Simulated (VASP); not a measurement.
A run of VASP 6.6.1:

File INCAR:

```
SYSTEM = Pd
ALGO = Normal
EDIFF = 1E-6
ENCUT = 500
GGA = CA
GGA_COMPAT = .False.
ISIF = 2
ISMEAR = -1
LASPH = .True.
LCHARG = .False.
LREAL = .False.
LWAVE = .False.
NBANDS = 11
NELM = 120
PREC = Accurate
SIGMA = 0.15
```

The input KPOINTS:

```
k-points
0
Gamma
  9 9 9
  0 0 0
```

File POSCAR:

```
Pd
1.0
    3.1600000000      0.0000000000      0.0000000000
    0.0000000000      3.1600000000      0.0000000000
    0.0000000000      0.0000000000      3.1600000000
Pd
1
Direct
    0.5000000000      0.5000000000      0.5000000000
```

Potentials or basis: VASP PAW LDA potentials, release 64 (Pd).

Run with:

```sh
$ cat potpaw_LDA.64/Pd/POTCAR > POTCAR
$ mpirun -np 1 vasp_std > vasp.out
```

Hardware: 1 thread of Intel Xeon 8259CL, on a shared host.

Problem. Estimate the wall time of this run.

Solution. Wall time 6.1 s on 1 thread of Intel Xeon 8259CL, on a shared host, peak memory 0.13 GiB. Counts: scf iterations 10, k points 35.
